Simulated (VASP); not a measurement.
# MgO (Fm-3m) in VASP: single point with LDA

Aim: the single point of MgO with LDA.

Everything below comes from runs of VASP 6.6.1. Logs are shortened: lines on timing, memory, paths and dates and some standing lists are left out, and cuts for length are marked.

## Step 1: The cell of the first run

Symmetry: Fm-3m, No. 225, cubic system. The conventional cell has a = 4.016 Å, b = 4.016 Å, c = 4.016 Å, α = 90.00°, β = 90.00°, γ = 90.00°. Mg (site symmetry m-3m) has 6 O at 2.01 Å within 2.7 Å. Within 2.7 Å of O (site symmetry m-3m) lie 6 Mg at 2.01 Å.

## Step 2: Single point, LDA

INCAR

```
ALGO = Normal
EDIFF = 1E-6
ENCUT = 840
GGA_COMPAT = False
ISIF = 2
ISMEAR = 0
LASPH = True
LCHARG = True
LELF = True
LREAL = False
LVHAR = True
LWAVE = False
NBANDS = 15
NELM = 120
PREC = Accurate
SIGMA = 0.02
```

KPOINTS

```
k-points
0
Gamma
  10 10 10
```

POSCAR

```
MgO
1.0
    0.0000000000      2.0078697509      2.0078697509
    2.0078697509      0.0000000000      2.0078697509
    2.0078697509      2.0078697509      0.0000000000
Mg O
1 1
Direct
    0.0000000000      0.0000000000      0.0000000000
    0.5000000000      0.5000000000      0.5000000000
```

Potentials or basis: VASP PAW LDA potentials, release 64 (Mg_sv, O).

Command:

```bash
$ cat potpaw_LDA.64/Mg_sv/POTCAR potpaw_LDA.64/O/POTCAR > POTCAR
$ mpirun -np 1 vasp_std > vasp.out
```

OUTCAR:

```text
EDIFF = 1E-6
   ENCUT = 840
   ISIF = 2
   ISMEAR = 0
   LASPH = True
   LREAL = False
   NELM = 120
   PREC = Accurate

 ion  position               nearest neighbor table
   1  0.000  0.000  0.000-   2 2.01   2 2.01   2 2.01   2 2.01   2 2.01   2 2.01
   2  0.500  0.500  0.500-   1 2.01   1 2.01   1 2.01   1 2.01   1 2.01   1 2.01

  LATTYP: Found a face centered cubic cell.
 ALAT       =     4.0157395018

  Lattice vectors:

 A1 = (   0.0000000000,   2.0078697509,   2.0078697509)
 A2 = (   2.0078697509,   0.0000000000,   2.0078697509)
 A3 = (   2.0078697509,   2.0078697509,   0.0000000000)

Analysis of symmetry for initial positions (statically):
=====================================================================
 Subroutine PRICEL returns:
 Original cell was already a primitive cell.

 Routine SETGRP: Setting up the symmetry group for a
 face centered cubic supercell.

 Subroutine GETGRP returns: Found 48 space group operations
 (whereof 48 operations were pure point group operations)
 out of a pool of 48 trial point group operations.

The static configuration has the point symmetry O_h .

Analysis of symmetry for dynamics (positions and initial velocities):
=====================================================================
 Subroutine PRICEL returns:
 Original cell was already a primitive cell.

 Routine SETGRP: Setting up the symmetry group for a
 face centered cubic supercell.

 Subroutine GETGRP returns: Found 48 space group operations
 (whereof 48 operations were pure point group operations)
 out of a pool of 48 trial point group operations.

The dynamic configuration has the point symmetry O_h .

 Subroutine INISYM returns: Found 48 space group operations
 (whereof 48 operations are pure point group operations),
 and found     1 'primitive' translations

----------------------------------------------------------------------------------------

                                     Primitive cell

  volume of cell :      16.1896

  direct lattice vectors                    reciprocal lattice vectors
     0.000000000  2.007869751  2.007869751    -0.249020137  0.249020137  0.249020137
     2.007869751  0.000000000  2.007869751     0.249020137 -0.249020137  0.249020137
     2.007869751  2.007869751  0.000000000     0.249020137  0.249020137 -0.249020137

  length of vectors
     2.839556633  2.839556633  2.839556633     0.431315529  0.431315529  0.431315529

  position of ions in fractional coordinates (direct lattice)
     0.000000000  0.000000000  0.000000000
     0.500000000  0.500000000  0.500000000

  ion indices of the primitive-cell ions
   primitive index   ion index
                 1           1
                 2           2

----------------------------------------------------------------------------------------

 KPOINTS: k-points

Automatic generation of k-mesh.
 Grid dimensions read from file:
 generate k-points for:   10   10   10

 Generating k-lattice:

  Cartesian coordinates                     Fractional coordinates (reciprocal lattice)
    -0.024902014  0.024902014  0.024902014     0.100000000  0.000000000  0.000000000
     0.024902014 -0.024902014  0.024902014     0.000000000  0.100000000  0.000000000
     0.024902014  0.024902014 -0.024902014     0.000000000  0.000000000  0.100000000

  Length of vectors
     0.043131553  0.043131553  0.043131553

  Shift w.r.t. Gamma in fractional coordinates (k-lattice)
     0.000000000  0.000000000  0.000000000

 Subroutine IBZKPT returns following result:
 ===========================================

 Found     47 irreducible k-points:

 Following reciprocal coordinates:
            Coordinates               Weight
  0.000000  0.000000  0.000000      1.000000
  0.100000  0.000000  0.000000      8.000000
  0.200000  0.000000  0.000000      8.000000
  0.300000  0.000000  0.000000      8.000000
  0.400000  0.000000  0.000000      8.000000
  0.500000  0.000000  0.000000      4.000000
[... 16 lines left out ...]
  0.300000  0.300000  0.000000      6.000000
  0.400000  0.300000  0.000000     24.000000
 [... further k-points ...]
   k-points           NKPTS =     47   k-points in BZ     NKDIM =     47   number of bands    NBANDS=     15
   number of dos      NEDOS =    301   number of ions     NIONS =      2
   total plane-waves  NPLWV =  21952
   dimension x,y,z NGX =    28 NGY =   28 NGZ =   28
   dimension x,y,z NGXF=    56 NGYF=   56 NGZF=   56
   ions per type =               1   1
   NGX,Y,Z   is equivalent  to a cutoff of  16.39, 16.39, 16.39 a.u.
   NGXF,Y,Z  is equivalent  to a cutoff of  32.79, 32.79, 32.79 a.u.
 SYSTEM =  unknown system
   PREC   = accura    normal or accurate (medium, high low for compatibility)
   ISTART =      0    job   : 0-new  1-cont  2-samecut
   ICHARG =      2    charge: 1-file 2-atom 10-const
   ISPIN  =      1    spin polarized calculation?
   LNONCOLLINEAR =      F non collinear calculations
   LSORBIT =      F    spin-orbit coupling
   LASPH  =      T    aspherical Exc in radial PAW
   ENCUT  =  840.0 eV  61.74 Ry    7.86 a.u.   6.71  6.71  6.71*2*pi/ulx,y,z
   NELM   =    120;   NELMIN=  2; NELMDL= -5     # of ELM steps
   EDIFF  = 0.1E-05   stopping-criterion for ELM
   LREAL  =      F    real-space projection
   EDIFFG = 0.1E-04   stopping-criterion for IOM
   NSW    =      0    number of steps for IOM
   IBRION =     -1    ionic relax: 0-MD 1-quasi-New 2-CG
   NFREE  =      0    steps in history (QN), initial steepest desc. (CG)
   ISIF   =      2    stress and relaxation
   ISYM   =      2    0-nonsym 1-usesym 2-fastsym
   POTIM  = 0.5000    time-step for ionic-motion
   TEBEG  =    0.0;   TEEND  =   0.0 temperature during run
   PSTRESS=    0.0 pullay stress
   NELECT =      16.0000    total number of electrons
   NUPDOWN=      -1.0000    fix difference up-down
   EMIN   =  10.00;   EMAX   =-10.00  energy-range for DOS
   EFERMI =   0.00;   METHOD = LEGACY
   ISMEAR =     0;   SIGMA  =   0.02  broadening in eV -4-tet -1-fermi 0-gaus
   EFERMI_NEDOS =   21; number of points for ismear=-14 and -15
   IALGO  =     38    algorithm
   IMIX   =      4    mixing-type and parameters
     AMIX     =   0.40;   BMIX     =  1.00
     AMIX_MAG =   1.60;   BMIX_MAG =  1.00
  volume/ion in A,a.u.               =       8.09        54.63
  Fermi-wavevector in a.u.,A,eV,Ry     =   1.630682  3.081542 36.179578  2.659124
  Thomas-Fermi vector in A             =   2.722943
   LORBIT       =      0    0 simple, 1 ext, 2 COOP (PROOUT), +10 PAW based schemes
   GGA     = CA    functional components
   LHFCALC =     F    Hartree Fock is set to
   AEXX    =    0.0000 exact exchange contribution
   IVDW    =     0    specifies the selected vdW correction
   LEPSILON=     F    determine dielectric tensor
   LRPA    =     F    only Hartree local field effects (RPA)
 non-spin polarized calculation
 Gauss-broadening in eV      SIGMA  =   0.02
  energy-cutoff  :      840.00
  volume of cell :       16.19
 maximum number of plane-waves:       934
   NGX = 13   NGY = 13   NGZ = 13

 number of electron      15.9999997 magnetization

 Free energy of the ion-electron system (eV)
  ---------------------------------------------------
  ext. energy  EPLUGINS =         0.00000000
  ---------------------------------------------------
  free energy    TOTEN  =       -13.10160615 eV

  energy without entropy =      -13.10160615  energy(sigma->0) =      -13.10160615

 E-fermi :   3.7808     XC(G=0): -12.6946

 val. band max:        3.7016422618   @ k =   0.0000   0.0000   0.0000
 cond. band min:       9.8927124026   @ k =   0.0000   0.0000   0.0000
 fundamental gap:      6.1910701408
 Fermi energy:         3.7807972917

 k-point     1 :       0.0000    0.0000    0.0000
  band No.  band energies     occupation
      1     -67.2083      2.00000
      2     -34.6453      2.00000
      3     -34.6453      2.00000
      4     -34.6453      2.00000
      5     -14.0908      2.00000
      6       3.7016      2.00000
      7       3.7016      2.00000
      8       3.7016      2.00000
      9       9.8927      0.00000
     10      20.0016      0.00000
     11      20.0016      0.00000
     12      20.0016      0.00000
     13      24.4288      0.00000
     14      26.2375      0.00000
     15      26.2375      0.00000

 k-point     2 :       0.1000    0.0000    0.0000
  band No.  band energies     occupation
      1     -67.2067      2.00000
      2     -34.6612      2.00000
      3     -34.6469      2.00000
      4     -34.6469      2.00000
      5     -13.9466      2.00000
      6       3.0129      2.00000
      7       3.6124      2.00000
      8       3.6124      2.00000
      9      10.4951      0.00000
     10      18.7360      0.00000
     11      20.2971      0.00000
     12      20.2971      0.00000
     13      25.6844      0.00000
     14      25.6844      0.00000
     15      26.3149      0.00000

 k-point     3 :       0.2000    0.0000    0.0000
  band No.  band energies     occupation
      1     -67.2018      2.00000
      2     -34.7024      2.00000
      3     -34.6506      2.00000
      4     -34.6506      2.00000
      5     -13.5466      2.00000
      6       1.5287      2.00000
      7       3.3875      2.00000
      8       3.3875      2.00000
      9      11.6269      0.00000
     10      17.3005      0.00000
     11      20.9617      0.00000
     12      20.9617      0.00000
     13      25.0654      0.00000
     14      25.0654      0.00000
     15      28.0134      0.00000
[... 343 lines left out ...]
 k-point    23 :       0.3000    0.3000    0.0000
  band No.  band energies     occupation
      1     -67.1913      2.00000
      2     -34.7387      2.00000
      3     -34.6793      2.00000
      4     -34.6793      2.00000
      5     -12.7571      2.00000
      6       0.1197      2.00000
      7       2.5950      2.00000
      8       2.5950      2.00000
      9      14.0272      0.00000
     10      14.1403      0.00000
     11      19.4759      0.00000
     12      23.1041      0.00000
     13      23.1041      0.00000
     14      29.1541      0.00000
     15      33.8318      0.00000

 k-point    24 :       0.4000    0.3000    0.0000
  band No.  band energies     occupation
      1     -67.1875      2.00000
      2     -34.7581      2.00000
      3     -34.6895      2.00000
      4     -34.6848      2.00000
      5     -12.4221      2.00000
      6      -0.4012      2.00000
      7       2.1570      2.00000
      8       2.4203      2.00000
      9      13.7943      0.00000
     10      14.8780      0.00000
     11      18.6151      0.00000
     12      23.4946      0.00000
     13      23.7359      0.00000
     14      30.0435      0.00000
     15      33.3954      0.00000

 [... further k-points ...]

------------------------ aborting loop because EDIFF is reached ----------------------------------------

  FORCE on cell =-STRESS in cart. coord.  units (eV):
  Direction    XX          YY          ZZ          XY          YZ          ZX
  --------------------------------------------------------------------------------------
  -------------------------------------------------------------------------------------
  Total        2.3954767      2.3954767      2.3954767      0.0000000      0.0000000      0.0000000
  in kB      237.0641761    237.0641761    237.0641761      0.0000000      0.0000000      0.0000000
  external PRESSURE =     237.0641761 kB  Pullay stress =       0.0000000 kB

 VOLUME and BASIS-vectors are now :
 -----------------------------------------------------------------------------
  energy-cutoff  :      840.00
  volume of cell :       16.19
      direct lattice vectors                 reciprocal lattice vectors
     0.000000000  2.007869751  2.007869751    -0.249020137  0.249020137  0.249020137
     2.007869751  0.000000000  2.007869751     0.249020137 -0.249020137  0.249020137
     2.007869751  2.007869751  0.000000000     0.249020137  0.249020137 -0.249020137

 POSITION                                       TOTAL-FORCE (eV/Angst)
 -----------------------------------------------------------------------------------
      0.00000      0.00000      0.00000         0.000000      0.000000      0.000000
      2.00787      2.00787      2.00787         0.000000     -0.000000      0.000000
 -----------------------------------------------------------------------------------
    total drift:                                0.000000      0.000000      0.000000

  FREE ENERGIE OF THE ION-ELECTRON SYSTEM (eV)
  ---------------------------------------------------
  free  energy   TOTEN  =       -13.1016061488 eV

  energy  without entropy=      -13.1016061488  energy(sigma->0) =      -13.10160615
```

Wall time 21 s (1 thread of AMD EPYC 7R13 (Zen 3), shared host); peak memory 0.12 GiB.

What came out:

| Quantity | Value |
| --- | --- |
| Free energy | -13.1016 eV |
| Pressure | 23.7 GPa |
| Band gap on the k mesh | 6.19 eV |

Levels at points of the mesh, in eV from the valence-band top:
```tsv
k point	band 5	band 6	band 7	band 8	band 9	band 10	band 11	band 12
(0.00, 0.00, 0.00)	-17.79	0.00	0.00	0.00	6.19	16.30	16.30	16.30
(0.50, 0.00, 0.00)	-15.98	-5.37	-0.85	-0.85	8.67	14.06	17.51	17.51
(0.50, 0.50, 0.00)	-15.73	-4.73	-1.57	-1.57	9.00	11.36	14.47	20.90
```

Caveat: the cell stands under pressure. Expect the measured gap to be larger: semilocal functionals such as LDA lack the derivative discontinuity.
